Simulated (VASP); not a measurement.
MgF2:

```xyz
6
Lattice="4.6976 0.0000 0.0000 0.0000 4.6976 0.0000 0.0000 0.0000 3.0931" Properties=species:S:1:pos:R:3 pbc="T T T"
Mg    0.0000    0.0000    0.0000
Mg    2.3488    2.3488    1.5465
F     1.4260    1.4260    0.0000
F     0.9228    3.7748    1.5465
F     3.2716    3.2716    0.0000
F     3.7748    0.9228    1.5465
```

- Program: VASP 6.6.1
- Task: relaxation of cell and atoms
- Functional: r2SCAN
- Potentials or basis: VASP PAW PBE potentials, release 64 (Mg, F)
- Cutoff: 660 eV
- k mesh: 6 × 6 × 8
- Occupations: fermi-dirac, width 0.02 eV
- Spin: no spin polarisation

At the start: pressure -6.0 GPa; volume 11.38 Å³/atom.

Question: How do energy, volume and symmetry change on relaxing?

Answer: Over 5 steps the energy falls by 13.2 meV/atom and the volume is 10.70 Å³/atom (-5.9 %); space group P4_2/mnm (No. 136, to 0.1 Å) before and after.

The path:
```
step  energy change (eV)  largest force (eV/Å)  pressure (GPa)  volume (Å³)
   1              0.0000                0.0356           -5.95        68.26
   2             -0.0773                0.0932            0.27        64.16
   3             -0.0774                0.0872           -0.03        64.33
   4             -0.0787                0.0332           -0.01        64.26
   5             -0.0789                0.0005            0.02        64.22
```

Final structure:
```
CELL_PARAMETERS angstrom
4.60130 0.00000 0.00000
0.00000 4.60130 0.00000
0.00000 0.00000 3.03319
ATOMIC_POSITIONS crystal
Mg 0.00000 0.00000 0.00000
Mg 0.50000 0.50000 0.50000
F 0.30280 0.30280 0.00000
F 0.19720 0.80280 0.50000
F 0.69720 0.69720 0.00000
F 0.80280 0.19720 0.50000
```

Caveat: the PAW data sets were made with another functional, which shifts forces and pressure a little.
